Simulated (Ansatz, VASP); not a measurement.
## One calculation of ZnAu, two programs

```
Au Zn
1.0
     3.14700    0.00000    0.00000
     0.00000    3.14700    0.00000
     0.00000    0.00000    3.14700
Au Zn
1 1
Cartesian
  0.0000 0.0000 0.0000
  1.5735 1.5735 1.5735
```

Alike in both runs: functional r2SCAN; k mesh 5 × 5 × 5; occupations fermi-dirac, width 0.05 eV; no spin polarisation.

```csv
,VASP,Ansatz
version,VASP 6.6.1,Ansatz 0.2.0
potentials or method,"VASP PAW PBE potentials, release 64 (Au, Zn)",Ansatz PAW
plane-wave cutoff (eV),520,500
valence electrons in the cell,23,31
task,single point,band structure
```

|  | VASP | Ansatz | Ansatz less VASP |
| --- | --- | --- | --- |
| gap on the k mesh at the Fermi level (eV) | none | none | - |
| pressure (GPa) | 1.2 | 0.9 | -0.34 |

VASP's potentials were made for PBE, not for r2SCAN. A gap of «none» marks a metal or a gap that the smearing closes. VASP's potentials hold 23 valence electrons a cell and Ansatz's 31, so a difference there can come from the potentials and not from the codes.

The k mesh is coarse, so the values compare programs but aren't converged. Neither program's run includes spin-orbit coupling.
